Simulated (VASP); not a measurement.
Write the native input for VASP 6.6.1 that does the following.

```
Task                   : single point
Functional             : PBE
Potentials or basis    : VASP PAW PBE potentials, release 64 (K_sv, Cl)
Cutoff                 : 520 eV
k mesh                 : 7 × 7 × 7
Occupations            : fermi-dirac, width 0.03 eV
Spin                   : no spin polarisation
Dipole correction      : no
Further INCAR settings : ALGO = Normal; EDIFF = 1e-06; NBANDS = 15
```

The structure of KCl lies in POSCAR:

```
KCl
1.0
    0.0000000000      3.1976323944      3.1976323944
    3.1976323944      0.0000000000      3.1976323944
    3.1976323944      3.1976323944      0.0000000000
K Cl
1 1
Direct
    0.0000000000      0.0000000000      0.0000000000
    0.5000000000      0.5000000000      0.5000000000
```

This cell differs from its parent crystal: volume scaled by 1.04.

The input as run:

INCAR

```
ALGO     = Normal         # electronic algorithm
EDIFF    = 1E-6           # SCF threshold, eV
ENCUT    = 520            # plane-wave cutoff, eV
GGA      = PE             # functional
ISIF     = 2              # what is computed and relaxed
ISMEAR   = -1             # smearing method
LASPH    = T              # aspherical terms in the spheres
LCHARG   = F              # write CHGCAR
LREAL    = F              # projectors in reciprocal space
LWAVE    = F              # write WAVECAR
NBANDS   = 15             # bands
NELM     = 60             # most SCF steps
PREC     = Accurate       # precision mode
SIGMA    = 0.03           # smearing width, eV
```

KPOINTS

```
k-points
0
Gamma
  7 7 7
```

Potentials or basis: VASP PAW PBE potentials, release 64 (K_sv, Cl).

Command:

```sh
$ cat potpaw_PBE.64/K_sv/POTCAR potpaw_PBE.64/Cl/POTCAR > POTCAR
$ mpirun -np 1 vasp_std > vasp.out
```

Results of the run:

```
Pressure               : -0.1 GPa
Band gap on the k mesh : 5.02 eV, direct
```

Run time: 13 s on 1 thread of AMD EPYC 9R45 (Zen 5), with other jobs on the host, peak memory 0.17 GiB.
